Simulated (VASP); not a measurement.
# AlN (Cmc2_1) in VASP: notebook

The runs below take AlN through single point, with PBE.

Everything below comes from runs of VASP 6.6.1. Logs are shortened: lines on timing, memory, paths and dates and some standing lists are left out, and cuts for length are marked.

## (1) The cell of the first run

The structure is orthorhombic, space group Cmc2_1 (No. 36). The conventional cell has a = 3.271 Å, b = 5.178 Å, c = 5.018 Å, α = 90.00°, β = 90.00°, γ = 90.00°. Within 2.4 Å of Al (site symmetry m) lie 4 N at 1.83 to 1.94 Å. N (site symmetry m) has 4 Al at 1.83 to 1.94 Å within 2.4 Å.

## (2) Single point, PBE (strain +0.0450 x Voigt [1, -1, 0, 0, 0, 0])

File INCAR:

```
ALGO     = Normal         # electronic algorithm
EDIFF    = 1E-6           # SCF threshold, eV
ENCUT    = 520            # plane-wave cutoff, eV
GGA      = PE             # functional
ISIF     = 2              # what is computed and relaxed
ISMEAR   = 0              # smearing method
LASPH    = T              # aspherical terms in the spheres
LCHARG   = F              # write CHGCAR
LREAL    = F              # projectors in reciprocal space
LWAVE    = F              # write WAVECAR
NBANDS   = 16             # bands
NELM     = 60             # most SCF steps
PREC     = Accurate       # precision mode
SIGMA    = 0.05           # smearing width, eV
```

File KPOINTS:

```
k-points
0
Gamma
  12 12 6
```

File POSCAR:

```
AlN
1.0
    3.2711003432      0.0000000000      0.0000000000
   -1.6355501716      2.5888779672      0.0000000000
    0.0000000000      0.0000000000      5.0179796548
Al N
2 2
Direct
    0.3333333333      0.6666666667      0.0017287175
    0.6666666667      0.3333333333      0.5017287175
    0.3333333333      0.6666666667      0.3832712825
    0.6666666667      0.3333333333      0.8832712825
```

Potentials or basis: VASP PAW PBE potentials, release 64 (Al, N).

Launch:

```sh
$ cat potpaw_PBE.64/Al/POTCAR potpaw_PBE.64/N/POTCAR > POTCAR
$ mpirun -np 1 vasp_std > vasp.out
```

OUTCAR:

```text
EDIFF = 1E-6
   ENCUT = 520
   GGA = PE
   ISIF = 2
   ISMEAR = 0
   LASPH = T
   LREAL = F
   NELM = 60
   PREC = Accurate

 ion  position               nearest neighbor table
   1  0.333  0.667  0.002-   4 1.83   3 1.91   4 1.94   4 1.94   2 3.05   2 3.05   2 3.12   2 3.12
                             2 3.12   2 3.12
   2  0.667  0.333  0.502-   3 1.83   4 1.91   3 1.94   3 1.94   1 3.05   1 3.05   1 3.12   1 3.12
                             1 3.12   1 3.12
   3  0.333  0.667  0.383-   2 1.83   1 1.91   2 1.94   2 1.94
   4  0.667  0.333  0.883-   1 1.83   2 1.91   1 1.94   1 1.94

  Warning from LATTYP: Monoclinic adjustment (A1->A3, A2->A1, A3->A2)!
  LATTYP: Found a base centered orthorhombic cell.
 ALAT       =     3.2711003432
 B/A-ratio  =     1.5828789677
 C/A-ratio  =     1.5340341562

  Lattice vectors:

 A1 = (   1.6355501716,  -2.5888779672,   0.0000000000)
 A2 = (   1.6355501716,   2.5888779672,   0.0000000000)
 A3 = (   0.0000000000,   0.0000000000,   5.0179796548)

Analysis of symmetry for initial positions (statically):
=====================================================================
 Subroutine PRICEL returns:
 Original cell was already a primitive cell.

 Routine SETGRP: Setting up the symmetry group for a
 base centered orthorhombic supercell.

 Subroutine GETGRP returns: Found  4 space group operations
 (whereof  2 operations were pure point group operations)
 out of a pool of  8 trial point group operations.

The static configuration has the point symmetry C_1h.
 The point group associated with its full space group is C_2v.

Analysis of symmetry for dynamics (positions and initial velocities):
=====================================================================
 Subroutine PRICEL returns:
 Original cell was already a primitive cell.

 Routine SETGRP: Setting up the symmetry group for a
 base centered orthorhombic supercell.

 Subroutine GETGRP returns: Found  4 space group operations
 (whereof  2 operations were pure point group operations)
 out of a pool of  8 trial point group operations.

The dynamic configuration has the point symmetry C_1h.
 The point group associated with its full space group is C_2v.

 Subroutine INISYM returns: Found  4 space group operations
 (whereof  2 operations are pure point group operations),
 and found     1 'primitive' translations

----------------------------------------------------------------------------------------

                                     Primitive cell

  volume of cell :      42.4947

  direct lattice vectors                    reciprocal lattice vectors
     3.271100343  0.000000000  0.000000000     0.305707528  0.193133862  0.000000000
    -1.635550172  2.588877967  0.000000000     0.000000000  0.386267724  0.000000000
     0.000000000  0.000000000  5.017979655     0.000000000  0.000000000  0.199283391

  length of vectors
     3.271100343  3.062239947  5.017979655     0.361604454  0.386267724  0.199283391

  position of ions in fractional coordinates (direct lattice)
     0.333333333  0.666666667  0.001728718
     0.666666667  0.333333333  0.501728718
     0.333333333  0.666666667  0.383271282
     0.666666667  0.333333333  0.883271282

  ion indices of the primitive-cell ions
   primitive index   ion index
                 1           1
                 2           2
                 3           3
                 4           4

----------------------------------------------------------------------------------------

 KPOINTS: k-points

Automatic generation of k-mesh.
 Grid dimensions read from file:
 generate k-points for:   12   12    6

 Generating k-lattice:

  Cartesian coordinates                     Fractional coordinates (reciprocal lattice)
     0.025475627  0.016094488  0.000000000     0.083333333  0.000000000  0.000000000
     0.000000000  0.032188977  0.000000000     0.000000000  0.083333333  0.000000000
     0.000000000  0.000000000  0.033213898     0.000000000  0.000000000  0.166666667

  Length of vectors
     0.030133705  0.032188977  0.033213898

  Shift w.r.t. Gamma in fractional coordinates (k-lattice)
     0.000000000  0.000000000  0.000000000

 Subroutine IBZKPT returns following result:
 ===========================================

 Found    172 irreducible k-points:

 Following reciprocal coordinates:
            Coordinates               Weight
  0.000000  0.000000  0.000000      1.000000
  0.083333 -0.000000  0.000000      4.000000
  0.166667 -0.000000  0.000000      4.000000
  0.250000 -0.000000  0.000000      4.000000
  0.333333 -0.000000  0.000000      4.000000
  0.416667 -0.000000  0.000000      4.000000
[... 16 lines left out ...]
  0.333333  0.166667  0.000000      4.000000
  0.416667  0.166667  0.000000      4.000000
 [... further k-points ...]
   k-points           NKPTS =    172   k-points in BZ     NKDIM =    172   number of bands    NBANDS=     16
   number of dos      NEDOS =    301   number of ions     NIONS =      4
   total plane-waves  NPLWV =  23040
   dimension x,y,z NGX =    24 NGY =   24 NGZ =   40
   dimension x,y,z NGXF=    48 NGYF=   48 NGZF=   80
   ions per type =               2   2
   NGX,Y,Z   is equivalent  to a cutoff of  12.20, 13.03, 13.25 a.u.
   NGXF,Y,Z  is equivalent  to a cutoff of  24.39, 26.06, 26.50 a.u.
 SYSTEM =  unknown system
   PREC   = accura    normal or accurate (medium, high low for compatibility)
   ISTART =      0    job   : 0-new  1-cont  2-samecut
   ICHARG =      2    charge: 1-file 2-atom 10-const
   ISPIN  =      1    spin polarized calculation?
   LNONCOLLINEAR =      F non collinear calculations
   LSORBIT =      F    spin-orbit coupling
   LASPH  =      T    aspherical Exc in radial PAW
   ENCUT  =  520.0 eV  38.22 Ry    6.18 a.u.   6.08  5.69  9.33*2*pi/ulx,y,z
   NELM   =     60;   NELMIN=  2; NELMDL= -5     # of ELM steps
   EDIFF  = 0.1E-05   stopping-criterion for ELM
   LREAL  =      F    real-space projection
   EDIFFG = 0.1E-04   stopping-criterion for IOM
   NSW    =      0    number of steps for IOM
   IBRION =     -1    ionic relax: 0-MD 1-quasi-New 2-CG
   NFREE  =      0    steps in history (QN), initial steepest desc. (CG)
   ISIF   =      2    stress and relaxation
   ISYM   =      2    0-nonsym 1-usesym 2-fastsym
   POTIM  = 0.5000    time-step for ionic-motion
   TEBEG  =    0.0;   TEEND  =   0.0 temperature during run
   PSTRESS=    0.0 pullay stress
   NELECT =      16.0000    total number of electrons
   NUPDOWN=      -1.0000    fix difference up-down
   EMIN   =  10.00;   EMAX   =-10.00  energy-range for DOS
   EFERMI =   0.00;   METHOD = LEGACY
   ISMEAR =     0;   SIGMA  =   0.05  broadening in eV -4-tet -1-fermi 0-gaus
   EFERMI_NEDOS =   21; number of points for ismear=-14 and -15
   IALGO  =     38    algorithm
   IMIX   =      4    mixing-type and parameters
     AMIX     =   0.40;   BMIX     =  1.00
     AMIX_MAG =   1.60;   BMIX_MAG =  1.00
  volume/ion in A,a.u.               =      10.62        71.69
  Fermi-wavevector in a.u.,A,eV,Ry     =   1.182143  2.233927 19.013628  1.397462
  Thomas-Fermi vector in A             =   2.318403
   LORBIT       =      0    0 simple, 1 ext, 2 COOP (PROOUT), +10 PAW based schemes
   GGA     = PE    functional components
   LHFCALC =     F    Hartree Fock is set to
   AEXX    =    0.0000 exact exchange contribution
   IVDW    =     0    specifies the selected vdW correction
   LEPSILON=     F    determine dielectric tensor
   LRPA    =     F    only Hartree local field effects (RPA)
 non-spin polarized calculation
 Gauss-broadening in eV      SIGMA  =   0.05
  energy-cutoff  :      520.00
  volume of cell :       42.49
 maximum number of plane-waves:      1164
   NGX = 13   NGY = 11   NGZ = 19

 number of electron      16.0000003 magnetization

 Free energy of the ion-electron system (eV)
  ---------------------------------------------------
  ext. energy  EPLUGINS =         0.00000000
  ---------------------------------------------------
  free energy    TOTEN  =       -29.59723868 eV

  energy without entropy =      -29.59723868  energy(sigma->0) =      -29.59723868

 E-fermi :   6.2650     XC(G=0): -10.8367

 val. band max:        5.9890363879   @ k =   0.0000   0.0000   0.0000
 cond. band min:       9.9686641587   @ k =   0.0000   0.0000   0.0000
 fundamental gap:      3.9796277708
 Fermi energy:         6.2649894092

 k-point     1 :       0.0000    0.0000    0.0000
  band No.  band energies     occupation
      1      -9.0982      2.00000
      2      -7.0143      2.00000
      3       0.0631      2.00000
      4       4.9598      2.00000
      5       5.3337      2.00000
      6       5.6157      2.00000
[... 8 lines left out ...]
     15      18.6779      0.00000
     16      19.7797      0.00000

 k-point     2 :       0.0833   -0.0000    0.0000
  band No.  band energies     occupation
      1      -9.0155      2.00000
      2      -6.9678      2.00000
      3       0.1625      2.00000
      4       4.5930      2.00000
      5       5.0853      2.00000
      6       5.3834      2.00000
[... 8 lines left out ...]
     15      18.7065      0.00000
     16      19.0910      0.00000

 k-point     3 :       0.1667   -0.0000    0.0000
  band No.  band energies     occupation
      1      -8.7747      2.00000
      2      -6.8413      2.00000
      3       0.4551      2.00000
      4       3.5798      2.00000
      5       4.4389      2.00000
      6       4.9676      2.00000
[... 8 lines left out ...]
     15      18.7642      0.00000
     16      19.1510      0.00000
[... 362 lines left out ...]
 k-point    23 :       0.3333    0.1667    0.0000
  band No.  band energies     occupation
      1      -7.2628      2.00000
      2      -6.4518      2.00000
      3       0.9139      2.00000
      4       2.0926      2.00000
      5       2.5289      2.00000
      6       3.4350      2.00000
[... 8 lines left out ...]
     15      17.7927      0.00000
     16      20.5859      0.00000

 k-point    24 :       0.4167    0.1667    0.0000
  band No.  band energies     occupation
      1      -7.1226      2.00000
      2      -6.4939      2.00000
      3       0.7595      2.00000
      4       2.0647      2.00000
      5       2.7881      2.00000
      6       3.2266      2.00000
[... 8 lines left out ...]
     15      18.5204      0.00000
     16      20.4940      0.00000

 [... further k-points ...]

------------------------ aborting loop because EDIFF is reached ----------------------------------------

  FORCE on cell =-STRESS in cart. coord.  units (eV):
  Direction    XX          YY          ZZ          XY          YZ          ZX
  --------------------------------------------------------------------------------------
  -------------------------------------------------------------------------------------
  Total       -3.6131029      4.4880621     -0.0158324      0.0000000      0.0000000      0.0000000
  in kB     -136.2249231    169.2135355     -0.5969287      0.0000000      0.0000000      0.0000000
  external PRESSURE =      10.7972279 kB  Pullay stress =       0.0000000 kB

 VOLUME and BASIS-vectors are now :
 -----------------------------------------------------------------------------
  energy-cutoff  :      520.00
  volume of cell :       42.49
      direct lattice vectors                 reciprocal lattice vectors
     3.271100343  0.000000000  0.000000000     0.305707528  0.193133862  0.000000000
    -1.635550172  2.588877967  0.000000000     0.000000000  0.386267724  0.000000000
     0.000000000  0.000000000  5.017979655     0.000000000  0.000000000  0.199283391

 POSITION                                       TOTAL-FORCE (eV/Angst)
 -----------------------------------------------------------------------------------
     -0.00000      1.72592      0.00867        -0.000000     -0.899533      0.108067
      1.63555      0.86296      2.51766         0.000000      0.899533      0.108067
     -0.00000      1.72592      1.92325         0.000000     -1.044895     -0.108067
      1.63555      0.86296      4.43224         0.000000      1.044895     -0.108067
 -----------------------------------------------------------------------------------
    total drift:                                0.000000      0.000000      0.000232

  FREE ENERGIE OF THE ION-ELECTRON SYSTEM (eV)
  ---------------------------------------------------
  free  energy   TOTEN  =       -29.5972386819 eV

  energy  without entropy=      -29.5972386819  energy(sigma->0) =      -29.59723868
```

Run time: 32 s. Hardware: 1 thread of Intel Xeon 6975P-C (Granite Rapids), shared host; peak memory 0.22 GiB.

Results:

```
Free energy            : -29.5972 eV
Pressure               : 1.1 GPa
Largest force          : 1.050 eV/Å
Band gap on the k mesh : 3.98 eV, direct
```

Forces in eV/Å, atoms in the order of the input:
```
Al   0.000 -0.900  0.108
Al   0.000  0.900  0.108
N    0.000 -1.045 -0.108
N    0.000  1.045 -0.108
```

Stress tensor (GPa, compression positive):
```
-13.62   0.00   0.00
  0.00  16.92   0.00
  0.00   0.00  -0.06
```

Levels at points of the mesh, in eV from the valence-band top:
| k point | band 4 | band 5 | band 6 | band 7 | band 8 | band 9 | band 10 | band 11 | band 12 | band 13 |
| --- | --- | --- | --- | --- | --- | --- | --- | --- | --- | --- |
| (0.00, 0.00, 0.00) | -1.03 | -0.66 | -0.37 | -0.01 | 0.00 | 3.98 | 6.34 | 10.31 | 10.32 | 12.24 |
| (0.50, 0.00, 0.00) | -4.15 | -3.46 | -1.86 | -1.61 | -0.45 | 5.76 | 6.24 | 8.25 | 9.97 | 11.46 |
| (0.00, 0.50, 0.00) | -4.07 | -2.95 | -2.62 | -1.77 | -1.08 | 4.93 | 5.65 | 7.61 | 9.70 | 10.26 |
| (0.00, 0.00, 0.50) | -3.32 | -0.71 | -0.71 | -0.33 | -0.33 | 6.18 | 6.18 | 10.03 | 10.03 | 10.61 |
| (0.50, 0.00, 0.50) | -5.61 | -1.43 | -1.43 | -1.13 | -1.13 | 5.37 | 5.37 | 9.36 | 9.36 | 11.43 |
| (0.00, 0.50, 0.50) | -5.33 | -1.94 | -1.94 | -1.26 | -1.26 | 4.90 | 4.90 | 8.93 | 8.93 | 11.65 |

Caveat: the cell differs from its parent crystal (strain +0.0450 x Voigt [1, -1, 0, 0, 0, 0]); forces of over 1 eV/Å act on the atoms, so gaps and moduli don't describe the material at rest. A k mesh can miss the band edges.

## (3) Single point, PBE (strain -0.0450 x Voigt [1, -1, 0, 0, 0, 0])

File INCAR:

```
PREC = Accurate ; ENCUT = 520
EDIFF = 1E-6 ; ISMEAR = 0
SIGMA = 0.05 ; LREAL = F
LASPH = T ; NELM = 60
ALGO = Normal ; ISIF = 2
LWAVE = F ; LCHARG = F
GGA = PE ; NBANDS = 16
```

File KPOINTS:

```
Automatic mesh
0
Gamma
  12 12 6
```

Changes to POSCAR since step 2:

```diff
@@ -2,4 +2,4 @@
 1.0
-    3.2711003432      0.0000000000      0.0000000000
-   -1.6355501716      2.5888779672      0.0000000000
+    2.9893787826      0.0000000000      0.0000000000
+   -1.4946893913      2.8328559955      0.0000000000
     0.0000000000      0.0000000000      5.0179796548
```

Potentials or basis: VASP PAW PBE potentials, release 64 (Al, N).

Launch:

```sh
$ cat potpaw_PBE.64/Al/POTCAR potpaw_PBE.64/N/POTCAR > POTCAR
$ mpirun -np 1 vasp_std > vasp.out
```

Run time: 29 s. Hardware: 1 thread of Intel Xeon 6975P-C (Granite Rapids), shared host; peak memory 0.22 GiB.

Results (log left out):

| Item | Value |
| --- | --- |
| Free energy | -29.5948 eV |
| Pressure | 1.0 GPa |
| Largest force | 0.764 eV/Å |
| Band gap on the k mesh | 3.88 eV, direct |

Forces on the atoms (eV/Å):
```
Al   0.000  0.608  0.090
Al   0.000 -0.608  0.090
N    0.000  0.759 -0.090
N    0.000 -0.759 -0.090
```

Stress tensor (GPa, compression positive):
```
 17.19   0.00   0.00
  0.00 -13.97   0.00
  0.00   0.00  -0.18
```

Levels at points of the mesh, in eV from the valence-band top:
| k point | band 4 | band 5 | band 6 | band 7 | band 8 | band 9 | band 10 | band 11 | band 12 | band 13 |
| --- | --- | --- | --- | --- | --- | --- | --- | --- | --- | --- |
| (0.00, 0.00, 0.00) | -1.20 | -0.61 | -0.52 | -0.08 | 0.00 | 3.88 | 6.18 | 10.02 | 10.83 | 11.87 |
| (0.50, 0.00, 0.00) | -4.17 | -3.19 | -2.42 | -1.79 | -0.94 | 5.28 | 5.64 | 7.74 | 9.90 | 10.38 |
| (0.00, 0.50, 0.00) | -4.25 | -3.70 | -1.83 | -1.51 | -0.30 | 5.67 | 6.61 | 8.39 | 9.89 | 11.81 |
| (0.00, 0.00, 0.50) | -3.39 | -0.86 | -0.86 | -0.32 | -0.32 | 6.04 | 6.04 | 9.75 | 9.75 | 11.11 |
| (0.50, 0.00, 0.50) | -5.50 | -1.77 | -1.77 | -1.35 | -1.35 | 5.02 | 5.02 | 8.94 | 8.94 | 11.43 |
| (0.00, 0.50, 0.50) | -5.78 | -1.53 | -1.53 | -0.96 | -0.96 | 5.37 | 5.37 | 9.56 | 9.56 | 11.38 |

Caveat: the cell differs from its parent crystal (strain -0.0450 x Voigt [1, -1, 0, 0, 0, 0]). A k mesh can miss the band edges.
